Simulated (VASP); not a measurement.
# Ga4CN4 in VASP: notebook, part 2 of 2

VASP 6.6.1. The steps go on from the part before.

## Step 3: Single point, PBE, collinear spin

File INCAR:

```
SYSTEM = Ga4CN4
PREC = Accurate
ENCUT = 520
EDIFF = 1E-7
ISMEAR = 0
SIGMA = 0.05
LREAL = .FALSE.
LASPH = .TRUE.
NELM = 150
ALGO = Normal
ISIF = 2
LWAVE = .FALSE.
LCHARG = .TRUE.
ISPIN = 2
MAGMOM = 0 0 0 0 0 0 0 0 2
LORBIT = 11
LDIPOL = .TRUE.
IDIPOL = 3
DIPOL = 0.5 0.5 0.321
GGA = PE
LVHAR = .TRUE.
LVACPOTAV = .TRUE.
NBANDS = 52
KPAR = 4
```

File KPOINTS:

```
Automatic mesh
0
G
  8 5 1
  0 0 0
```

File POSCAR:

```
Ga4CN4
1.0
    3.2186527183      0.0000000000      0.0000000000
    0.0000000000      5.2434880756      0.0000000000
    0.0000000000      0.0000000000     19.1910778357
Ga N C
4 4 1
Direct
    0.0000000000      0.0008659247      0.2084301900
    0.5000000000      0.5008659247      0.2568456576
    0.5000000000      0.9918618151      0.3610150165
    0.0000000000      0.4623164221      0.3897090822
    0.0000000000      0.6241340753      0.2084301900
    0.5000000000      0.1241340753      0.2568456576
    0.5000000000      0.6214454689      0.3602829978
    0.0000000000      0.1155219640      0.4007632037
    0.3333333333      0.7821886307      0.4492990005
```

Potentials or basis: VASP PAW PBE potentials, release 64 (Ga_d, N, C).

Launch:

```sh
$ cat potpaw_PBE.64/Ga_d/POTCAR potpaw_PBE.64/N/POTCAR potpaw_PBE.64/C/POTCAR > POTCAR
$ mpirun -np 4 vasp_std > vasp.out
```

OUTCAR:

```text
SYSTEM = Ga4CN4
   PREC = Accurate
   ENCUT = 520
   EDIFF = 1E-7
   ISMEAR = 0
   LREAL = .FALSE.
   LASPH = .TRUE.
   NELM = 150
   ISIF = 2
   ISPIN = 2
   LORBIT = 11
   GGA = PE

 ion  position               nearest neighbor table
   1  0.000  0.001  0.208-   6 1.97   6 1.97   5 1.98
   2  0.500  0.501  0.257-   5 1.97   5 1.97   6 1.98   7 2.08
   3  0.500  0.992  0.361-   8 1.90   8 1.90   7 1.94   9 2.09   6 2.12
   4  0.000  0.462  0.390-   8 1.83   7 1.90   7 1.90   9 2.30
   5  0.000  0.624  0.208-   2 1.97   2 1.97   1 1.98
   6  0.500  0.124  0.257-   1 1.97   1 1.97   2 1.98   3 2.12
   7  0.500  0.621  0.360-   4 1.90   4 1.90   3 1.94   2 2.08
   8  0.000  0.116  0.401-   4 1.83   3 1.90   3 1.90
   9  0.333  0.782  0.449-   3 2.09   4 2.30

  LATTYP: Found a simple orthorhombic cell.
 ALAT       =     3.2186527183
 B/A-ratio  =     1.6290940758
 C/A-ratio  =     5.9624568151

  Lattice vectors:

 A1 = (   3.2186527183,   0.0000000000,   0.0000000000)
 A2 = (   0.0000000000,   5.2434880756,   0.0000000000)
 A3 = (   0.0000000000,   0.0000000000,  19.1910778357)

Analysis of symmetry for initial positions (statically):
=====================================================================
 Subroutine PRICEL returns:
 Original cell was already a primitive cell.
[... 2452 lines left out ...]
     0.000000000  5.243488076  0.000000000     0.000000000  0.190712744  0.000000000
     0.000000000  0.000000000 19.191077836     0.000000000  0.000000000  0.052107548

 POSITION                                       TOTAL-FORCE (eV/Angst)
 -----------------------------------------------------------------------------------
      0.00000      0.00454      4.00000        -0.047804     -1.584426      1.698873
      1.60933      2.62628      4.92915        -0.098327      0.832001     -2.135178
      1.60933      5.20082      6.92827         0.766928      0.842754     -0.739240
      0.00000      2.42415      7.47894         0.184214      1.265364      2.636522
      0.00000      3.27264      4.00000        -0.052483      0.510909      0.795601
      1.60933      0.65090      4.92915         0.114194      0.254410     -0.688920
      1.60933      3.25854      6.91422         0.038339      0.043523     -1.063509
      0.00000      0.60574      7.69108         0.133300     -0.892381     -0.557013
      1.07288      4.10140      8.62253        -1.038362     -1.272153      0.052864
 -----------------------------------------------------------------------------------
    total drift:                                0.000030      0.002421     -0.000077

  FREE ENERGIE OF THE ION-ELECTRON SYSTEM (eV)
  ---------------------------------------------------
  free  energy   TOTEN  =       -47.5852883205 eV

  energy  without entropy=      -47.5833245961  energy(sigma->0) =      -47.58430646

 vacuum level on the upper side and lower side of the slab         4.231         2.727

 total charge

# of ion       s       p       d       tot
------------------------------------------
    1        0.844   0.711  10.086  11.641
    2        0.796   0.807  10.141  11.745
    3        0.786   0.924  10.214  11.924
    4        0.809   0.925  10.175  11.910
    5        1.251   2.368   0.000   3.619
    6        1.250   2.426   0.000   3.676
    7        1.250   2.484   0.000   3.734
    8        1.252   2.447   0.000   3.699
    9        1.051   1.020   0.000   2.072
--------------------------------------------------
tot          9.290  14.113  40.616  64.019

 magnetization (x)

# of ion       s       p       d       tot
------------------------------------------
    1       -0.000  -0.000  -0.000  -0.000
    2        0.000  -0.000   0.000  -0.000
    3       -0.000   0.000   0.001   0.001
    4        0.000  -0.000   0.000   0.001
    5       -0.000  -0.000   0.000  -0.000
    6       -0.000   0.000   0.000  -0.000
    7        0.000   0.002   0.000   0.002
    8        0.000   0.003   0.000   0.003
    9        0.000   0.006   0.000   0.007
--------------------------------------------------
tot          0.001   0.012   0.001   0.013
```

stdout:

```text
POSCAR found type information on POSCAR GaN C
 POSCAR found :  3 types and       9 ions
 scaLAPACK will be used
 LDA part: xc-table for (Slater+PW92), standard interpolation
 POSCAR, INCAR and KPOINTS ok, starting setup
 FFT: planning ... GRIDC
 FFT: planning ... GRID_SOFT
 FFT: planning ... GRID
 WAVECAR not read
 entering main loop
 -----------------------------------------------------------------------------
|                                                                             |
|           W    W    AA    RRRRR   N    N  II  N    N   GGGG   !!!           |
|           W    W   A  A   R    R  NN   N  II  NN   N  G    G  !!!           |
|           W    W  A    A  R    R  N N  N  II  N N  N  G       !!!           |
|           W WW W  AAAAAA  RRRRR   N  N N  II  N  N N  G  GGG   !            |
|           WW  WW  A    A  R   R   N   NN  II  N   NN  G    G                |
|           W    W  A    A  R    R  N    N  II  N    N   GGGG   !!!           |
|                                                                             |
|     Did not find any points to average over, which means that no vacuum     |
|     field-free region was found. Please increase the size of  your cell     |
|     in the dimension of the dipole correction to obtain accurate            |
|     workfunction values.                                                    |
|                                                                             |
 -----------------------------------------------------------------------------
```

Wall time 13 min (4 MPI ranks of Oxide Virtual Turin-like, shared host); peak memory 0.79 GiB.

Results:

- Free energy: -47.5853 eV
- Largest force: 2.930 eV/Å
- Band gap on the k mesh: zero (filled and empty bands overlap)
- Net moment: 0.02 μB per cell
- Valence electrons inside the program's atomic spheres: Ga 11.64, 11.74, 11.92, 11.91; N 3.62, 3.68, 3.73, 3.70; C 2.07

Forces in eV/Å, atoms in the order of the input:
```
Ga  -0.048 -1.584  1.699
Ga  -0.098  0.832 -2.135
Ga   0.767  0.843 -0.739
Ga   0.184  1.265  2.637
N   -0.052  0.511  0.796
N    0.114  0.254 -0.689
N    0.038  0.044 -1.064
N    0.133 -0.892 -0.557
C   -1.038 -1.272  0.053
```

Levels at points of the mesh, in eV from the Fermi level:
Spin up:
| k point | band 35 | band 36 | band 37 | band 38 | band 39 | band 40 | band 41 | band 42 |
| --- | --- | --- | --- | --- | --- | --- | --- | --- |
| (0.00, 0.00, 0.00) | -2.08 | -1.60 | -1.17 | -0.34 | -0.09 | 0.78 | 2.00 | 2.53 |
| (0.50, 0.00, 0.00) | -3.21 | -2.38 | -1.58 | -0.57 | 0.91 | 1.12 | 1.63 | 3.87 |
Spin down:
```
           k point  band 36  band 37  band 38  band 39  band 40  band 41
(0.00, 0.00, 0.00)    -1.60    -1.17    -0.32    -0.09     0.78     2.01
(0.50, 0.00, 0.00)    -2.38    -1.58    -0.55     0.92     1.12     1.64
```
